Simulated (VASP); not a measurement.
# AlW (R-3m) in VASP: relaxation of cell and atoms with PBE

Aim: the relaxation of cell and atoms of AlW with PBE.

Program: VASP 6.6.1. These are calculated values, not measurements. Logs are shortened: lines on timing, memory, paths and dates and some standing lists are left out, and cuts for length are marked.

### Step 1. The cell of the first run

It takes space group R-3m (No. 166, trigonal). Conventional cell: a = 2.844 Å, b = 2.844 Å, c = 13.511 Å, α = 90.00°, β = 90.00°, γ = 120.00°. Within 3.7 Å of Al (site symmetry -3m) lie 6 W at 2.79 Å and 6 Al at 2.84 Å. W (site symmetry -3m) has 6 Al at 2.79 Å and 6 W at 2.84 Å within 3.7 Å.

The cell was generated, and may not be a known phase.

### Step 2. Relaxation of cell and atoms, PBE

INCAR

```
PREC = Accurate ; ENCUT = 600
EDIFF = 1E-6 ; ISMEAR = 0
SIGMA = 0.1 ; LREAL = False
LASPH = True ; NELM = 100
ALGO = Fast ; ISIF = 3
LWAVE = False ; LCHARG = False
GGA = PE ; IBRION = 2
NSW = 100 ; EDIFFG = -0.01
```

KPOINTS

```
Automatic mesh
0
Gamma
  24 24 24
```

POSCAR

```
AlW
1.0
    1.4222024695      0.8211089786      4.5037242205
   -1.4222024695      0.8211089786      4.5037242205
    0.0000000000     -1.6422179572      4.5037242205
Al W
1 1
Direct
    0.0000000000      0.0000000000      0.0000000000
    0.5000000000      0.5000000000      0.5000000000
```

Potentials or basis: VASP PAW PBE potentials, release 64 (Al, W_sv).

On the command line:

```
$ cat potpaw_PBE.64/Al/POTCAR potpaw_PBE.64/W_sv/POTCAR > POTCAR
$ mpirun -np 1 vasp_std > vasp.out
```

OUTCAR:

```text
PREC = Accurate
   ENCUT = 600
   EDIFF = 1E-6
   ISMEAR = 0
   LREAL = False
   LASPH = True
   NELM = 100
   ISIF = 3
   GGA = PE
   IBRION = 2
   NSW = 100
   EDIFFG = -0.01

 ion  position               nearest neighbor table
   1  0.000  0.000  0.000-   2 2.79   2 2.79   2 2.79   2 2.79   2 2.79   2 2.79
   2  0.500  0.500  0.500-   1 2.79   1 2.79   1 2.79   1 2.79   1 2.79   1 2.79

  LATTYP: Found a trigonal (rhomboedric) cell.
 ALAT       =     4.7937888641
 COS(alpha) =     0.8239666118

  Lattice vectors:

 A1 = (   1.4222024695,   0.8211089786,   4.5037242205)
 A2 = (  -1.4222024695,   0.8211089786,   4.5037242205)
 A3 = (   0.0000000000,  -1.6422179572,   4.5037242205)

Analysis of symmetry for initial positions (statically):
=====================================================================
 Subroutine PRICEL returns:
 Original cell was already a primitive cell.

 Routine SETGRP: Setting up the symmetry group for a
 trigonal (rhombohedral) supercell.

 Subroutine GETGRP returns: Found 12 space group operations
 (whereof 12 operations were pure point group operations)
 out of a pool of 12 trial point group operations.

The static configuration has the point symmetry D_3d.

Analysis of symmetry for dynamics (positions and initial velocities):
=====================================================================
 Subroutine PRICEL returns:
 Original cell was already a primitive cell.

 Routine SETGRP: Setting up the symmetry group for a
 trigonal (rhombohedral) supercell.

 Subroutine GETGRP returns: Found 12 space group operations
 (whereof 12 operations were pure point group operations)
 out of a pool of 12 trial point group operations.

The dynamic configuration has the point symmetry D_3d.

 Subroutine INISYM returns: Found 12 space group operations
 (whereof 12 operations are pure point group operations),
 and found     1 'primitive' translations

----------------------------------------------------------------------------------------

                                     Primitive cell

  volume of cell :      31.5562

  direct lattice vectors                    reciprocal lattice vectors
     1.422202469  0.821108979  4.503724220     0.351567383  0.202977523  0.074012821
    -1.422202469  0.821108979  4.503724220    -0.351567383  0.202977523  0.074012821
     0.000000000 -1.642217957  4.503724220     0.000000000 -0.405955046  0.074012821

  length of vectors
     4.793788864  4.793788864  4.793788864     0.412646819  0.412646819  0.412646819

  position of ions in fractional coordinates (direct lattice)
     0.000000000  0.000000000  0.000000000
     0.500000000  0.500000000  0.500000000

  ion indices of the primitive-cell ions
   primitive index   ion index
                 1           1
                 2           2

----------------------------------------------------------------------------------------

 KPOINTS: Automatic mesh

Automatic generation of k-mesh.
 Grid dimensions read from file:
 generate k-points for:   24   24   24

 Generating k-lattice:

  Cartesian coordinates                     Fractional coordinates (reciprocal lattice)
     0.014648641  0.008457397  0.003083868     0.041666667  0.000000000 -0.000000000
    -0.014648641  0.008457397  0.003083868     0.000000000  0.041666667 -0.000000000
     0.000000000 -0.016914794  0.003083868    -0.000000000 -0.000000000  0.041666667

  Length of vectors
     0.017193617  0.017193617  0.017193617

  Shift w.r.t. Gamma in fractional coordinates (k-lattice)
     0.000000000  0.000000000  0.000000000

 Subroutine IBZKPT returns following result:
 ===========================================

 Found   1313 irreducible k-points:

 Following reciprocal coordinates:
            Coordinates               Weight
  0.000000  0.000000  0.000000      1.000000
  0.041667 -0.000000  0.000000      6.000000
  0.083333 -0.000000  0.000000      6.000000
  0.125000 -0.000000  0.000000      6.000000
  0.166667  0.000000  0.000000      6.000000
  0.208333 -0.000000  0.000000      6.000000
[... 16 lines left out ...]
  0.416667  0.041667 -0.000000     12.000000
  0.458333  0.041667 -0.000000     12.000000
 [... further k-points ...]
   k-points           NKPTS =   1313   k-points in BZ     NKDIM =   1313   number of bands    NBANDS=     12
   number of dos      NEDOS =    301   number of ions     NIONS =      2
   total plane-waves  NPLWV =  64000
   dimension x,y,z NGX =    40 NGY =   40 NGZ =   40
   dimension x,y,z NGXF=    80 NGYF=   80 NGZF=   80
   ions per type =               1   1
   NGX,Y,Z   is equivalent  to a cutoff of  13.87, 13.87, 13.87 a.u.
   NGXF,Y,Z  is equivalent  to a cutoff of  27.74, 27.74, 27.74 a.u.
 SYSTEM =  unknown system
   PREC   = accura    normal or accurate (medium, high low for compatibility)
   ISTART =      0    job   : 0-new  1-cont  2-samecut
   ICHARG =      2    charge: 1-file 2-atom 10-const
   ISPIN  =      1    spin polarized calculation?
   LNONCOLLINEAR =      F non collinear calculations
   LSORBIT =      F    spin-orbit coupling
   LASPH  =      T    aspherical Exc in radial PAW
   ENCUT  =  600.0 eV  44.10 Ry    6.64 a.u.   9.57  9.57  9.57*2*pi/ulx,y,z
   NELM   =    100;   NELMIN=  2; NELMDL= -5     # of ELM steps
   EDIFF  = 0.1E-05   stopping-criterion for ELM
   LREAL  =      F    real-space projection
   EDIFFG = -.1E-01   stopping-criterion for IOM
   NSW    =    100    number of steps for IOM
   IBRION =      2    ionic relax: 0-MD 1-quasi-New 2-CG
   NFREE  =      1    steps in history (QN), initial steepest desc. (CG)
   ISIF   =      3    stress and relaxation
   ISYM   =      2    0-nonsym 1-usesym 2-fastsym
   POTIM  = 0.5000    time-step for ionic-motion
   TEBEG  =    0.0;   TEEND  =   0.0 temperature during run
   PSTRESS=    0.0 pullay stress
   NELECT =      17.0000    total number of electrons
   NUPDOWN=      -1.0000    fix difference up-down
   EMIN   =  10.00;   EMAX   =-10.00  energy-range for DOS
   EFERMI =   0.00;   METHOD = LEGACY
   ISMEAR =     0;   SIGMA  =   0.10  broadening in eV -4-tet -1-fermi 0-gaus
   EFERMI_NEDOS =   21; number of points for ismear=-14 and -15
   IALGO  =     68    algorithm
   IMIX   =      4    mixing-type and parameters
     AMIX     =   0.40;   BMIX     =  1.00
     AMIX_MAG =   1.60;   BMIX_MAG =  1.00
  volume/ion in A,a.u.               =      15.78       106.48
  Fermi-wavevector in a.u.,A,eV,Ry     =   1.332077  2.517261 24.142580  1.774430
  Thomas-Fermi vector in A             =   2.461040
   LORBIT       =      0    0 simple, 1 ext, 2 COOP (PROOUT), +10 PAW based schemes
   GGA     = PE    functional components
   LHFCALC =     F    Hartree Fock is set to
   AEXX    =    0.0000 exact exchange contribution
   IVDW    =     0    specifies the selected vdW correction
   LEPSILON=     F    determine dielectric tensor
   LRPA    =     F    only Hartree local field effects (RPA)
 conjugate gradient relaxation of ions
 non-spin polarized calculation
 RMM-DIIS sequential band-by-band and
 Gauss-broadening in eV      SIGMA  =   0.10
  energy-cutoff  :      600.00
  volume of cell :       31.56
 maximum number of plane-waves:      1071
   NGX = 19   NGY = 19   NGZ = 19

--------------------------------------- Ionic step        1  -------------------------------------------

 number of electron      17.0000000 magnetization

 Free energy of the ion-electron system (eV)
  ---------------------------------------------------
  ext. energy  EPLUGINS =         0.00000000
  ---------------------------------------------------
  free energy    TOTEN  =       -16.51941275 eV

  energy without entropy =      -16.51432899  energy(sigma->0) =      -16.51687087

------------------------ aborting loop because EDIFF is reached ----------------------------------------

  FORCE on cell =-STRESS in cart. coord.  units (eV):
  Direction    XX          YY          ZZ          XY          YZ          ZX
  --------------------------------------------------------------------------------------
  -------------------------------------------------------------------------------------
  Total       -0.2088378     -0.2088378      0.3273655      0.0000000      0.0000000     -0.0000000
  in kB      -10.6031361    -10.6031361     16.6210405      0.0000000      0.0000000     -0.0000000
  external PRESSURE =      -1.5284106 kB  Pullay stress =       0.0000000 kB

 VOLUME and BASIS-vectors are now :
 -----------------------------------------------------------------------------
  energy-cutoff  :      600.00
  volume of cell :       31.56
      direct lattice vectors                 reciprocal lattice vectors
     1.422202469  0.821108979  4.503724220     0.351567383  0.202977523  0.074012821
    -1.422202469  0.821108979  4.503724220    -0.351567383  0.202977523  0.074012821
     0.000000000 -1.642217957  4.503724220     0.000000000 -0.405955046  0.074012821
[... 145 lines left out ...]
 POSITION                                       TOTAL-FORCE (eV/Angst)
 -----------------------------------------------------------------------------------
      0.00000     -1.63757      4.53697        -0.000000      0.000000     -0.000000
      0.00000      0.00000      6.80546         0.000000     -0.000000      0.000000
 -----------------------------------------------------------------------------------
    total drift:                               -0.000000      0.000000      0.000000

  FREE ENERGIE OF THE ION-ELECTRON SYSTEM (eV)
  ---------------------------------------------------
  free  energy   TOTEN  =       -16.5210379084 eV

  energy  without entropy=      -16.5158437162  energy(sigma->0) =      -16.51844081

--------------------------------------- Ionic step        6  -------------------------------------------

 number of electron      16.9999999 magnetization

 Free energy of the ion-electron system (eV)
  ---------------------------------------------------
  ext. energy  EPLUGINS =         0.00000000
  ---------------------------------------------------
  free energy    TOTEN  =       -16.52112268 eV

  energy without entropy =      -16.51594632  energy(sigma->0) =      -16.51853450

 E-fermi :   9.6834     XC(G=0): -12.0323

 val. band max:        9.6827777552   @ k =  -0.3333   0.1667   0.0417
 cond. band min:       9.6859817983   @ k =   0.4167   0.4167   0.0417
 fundamental gap:      0.0032040432
 Fermi energy:         9.6833516300

 k-point     1 :       0.0000    0.0000    0.0000
  band No.  band energies     occupation
      1     -64.1547      2.00000
      2     -28.5132      2.00000
      3     -27.8440      2.00000
      4     -27.8440      2.00000
      5      -0.8129      2.00000
      6       4.6378      2.00000
      7       7.4359      2.00000
      8       9.4327      1.99961
      9       9.4327      1.99961
     10      12.0996      0.00000
     11      12.0996      0.00000
     12      13.8199      0.00000

 k-point     2 :       0.0417   -0.0000    0.0000
  band No.  band energies     occupation
      1     -64.1534      2.00000
      2     -28.5109      2.00000
      3     -27.8606      2.00000
      4     -27.8478      2.00000
      5      -0.7606      2.00000
      6       4.6996      2.00000
      7       7.4004      2.00000
      8       9.3641      1.99999
      9       9.4948      1.99232
     10      12.0676      0.00000
     11      12.1119      0.00000
     12      13.8392      0.00000
[... 316 lines left out ...]
 k-point    24 :       0.4583    0.0417   -0.0000
  band No.  band energies     occupation
      1     -64.0813      2.00000
      2     -28.7270      2.00000
      3     -28.3772      2.00000
      4     -28.0647      2.00000
      5       3.7314      2.00000
      6       5.2596      2.00000
      7       6.5510      2.00000
      8       7.6036      2.00000
      9      10.4348      0.00000
     10      12.0992      0.00000
     11      14.2106      0.00000
     12      14.6124      0.00000

 [... further k-points ...]
[... 5 lines left out ...]
  --------------------------------------------------------------------------------------
  -------------------------------------------------------------------------------------
  Total        0.0056832      0.0056832     -0.0040160      0.0000000      0.0000000      0.0000000
  in kB        0.2886690      0.2886690     -0.2039850      0.0000000      0.0000000      0.0000000
  external PRESSURE =       0.1244510 kB  Pullay stress =       0.0000000 kB

 VOLUME and BASIS-vectors are now :
 -----------------------------------------------------------------------------
  energy-cutoff  :      600.00
  volume of cell :       31.54
      direct lattice vectors                 reciprocal lattice vectors
     1.417408484  0.818341170  4.532345971     0.352756461  0.203664038  0.073545430
    -1.417408484  0.818341170  4.532345971    -0.352756461  0.203664038  0.073545430
     0.000000000 -1.636682339  4.532345971     0.000000000 -0.407328075  0.073545430

 POSITION                                       TOTAL-FORCE (eV/Angst)
 -----------------------------------------------------------------------------------
     -0.00000      0.00000      0.00000        -0.000000      0.000000      0.000000
      0.00000      0.00000      6.79852         0.000000     -0.000000     -0.000000
 -----------------------------------------------------------------------------------
    total drift:                               -0.000000      0.000000      0.000000

  FREE ENERGIE OF THE ION-ELECTRON SYSTEM (eV)
  ---------------------------------------------------
  free  energy   TOTEN  =       -16.5211226803 eV

  energy  without entropy=      -16.5159463215  energy(sigma->0) =      -16.51853450

 reached required accuracy - stopping structural energy minimisation
```

It took 1.7 h on 1 thread of Oxide Virtual Turin-like, shared host; peak memory 0.81 GiB.

What came out:

```yaml
Free_energy: -16.5211 eV
Relaxed_volume: 15.77 Å³/atom
Relaxed_cell: a = 4.819 Å, b = 4.819 Å, c = 4.819 Å, α = 34.21°, β = 34.21°, γ = 34.21°
Space_group_after_relaxing_to_0.1_Å: R-3m (No. 166)
Energy_gained_by_relaxing: 0.9 meV/atom
Ionic_steps: 6
Pressure_after_relaxing: 0.0 GPa
Band_gap_on_the_k_mesh: zero (an odd number of electrons rules out a gap without spin polarisation)
```

The path:
| step | energy change (eV) | largest force (eV/Å) | pressure (GPa) | volume (Å³) |
| --- | --- | --- | --- | --- |
| 1 | 0.0000 | 0.0000 | -0.15 | 31.56 |
| 2 | -0.0014 | 0.0000 | 0.43 | 31.49 |
| 3 | -0.0017 | 0.0000 | 0.22 | 31.51 |
| 4 | -0.0017 | 0.0000 | 0.25 | 31.51 |
| 5 | -0.0016 | 0.0000 | -0.38 | 31.61 |
| 6 | -0.0017 | 0.0000 | 0.01 | 31.54 |

Final structure:
```
Al W
1.0
     1.41741    0.81834    4.53235
    -1.41741    0.81834    4.53235
     0.00000   -1.63668    4.53235
Al W
1 1
Direct
  0.00000 0.00000 0.00000
  0.50000 0.50000 0.50000
```

Levels at points of the mesh, in eV from the Fermi level:
| k point | band 5 | band 6 | band 7 | band 8 | band 9 | band 10 | band 11 | band 12 |
| --- | --- | --- | --- | --- | --- | --- | --- | --- |
| (0.00, 0.00, 0.00) | -10.50 | -5.05 | -2.25 | -0.25 | -0.25 | 2.42 | 2.42 | 4.14 |
| (0.50, 0.00, 0.00) | -5.57 | -4.49 | -3.23 | -2.55 | 0.87 | 2.80 | 4.66 | 5.26 |
| (0.50, 0.50, 0.00) | -5.71 | -4.31 | -3.29 | -1.49 | 0.38 | 1.23 | 4.26 | 5.26 |
| (0.50, 0.50, 0.50) | -8.70 | -7.80 | -2.55 | -0.26 | -0.26 | 2.55 | 2.55 | 6.49 |

Caveat: spin-orbit coupling is left out, which moves the levels of the heavy elements.
